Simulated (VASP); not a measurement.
Input of a VASP 6.6.1 run:

The input INCAR:

```
PREC     = Accurate       # precision mode
ENCUT    = 520            # plane-wave cutoff, eV
EDIFF    = 1E-7           # SCF threshold, eV
ISMEAR   = 0              # smearing method
SIGMA    = 0.15           # smearing width, eV
LREAL    = F              # projectors in reciprocal space
LASPH    = T              # aspherical terms in the spheres
NELM     = 80             # most SCF steps
ALGO     = Normal         # electronic algorithm
ISIF     = 2              # what is computed and relaxed
LWAVE    = F              # write WAVECAR
LCHARG   = F              # write CHGCAR
GGA      = PS             # functional
NBANDS   = 8              # bands
```

File KPOINTS:

```
Automatic mesh
0
Gamma
  12 12 12
```

POSCAR

```
P
1.0
    4.3797274788      0.0000000000      0.0000000000
    0.0000000000      4.3797274788      0.0000000000
    0.0000000000      0.0000000000      4.1591000000
P
1
Direct
    0.0000000000      0.0000000000      0.0000000000
```

Potentials or basis: VASP PAW PBE potentials, release 64 (P).

Command:

```sh
$ cat potpaw_PBE.64/P/POTCAR > POTCAR
$ mpirun -np 1 vasp_std > vasp.out
```

Problem. Predict the pressure.

Solution. -3.9 GPa.

Stress tensor (GPa, compression positive):
```
-3.57  0.00  0.00
 0.00 -3.57  0.00
 0.00  0.00 -4.47
```

Caveat: the cell differs from its parent crystal (strain +0.025 along x and y, -0.050 along z); the PAW data sets were made with another functional, which shifts forces and pressure a little.
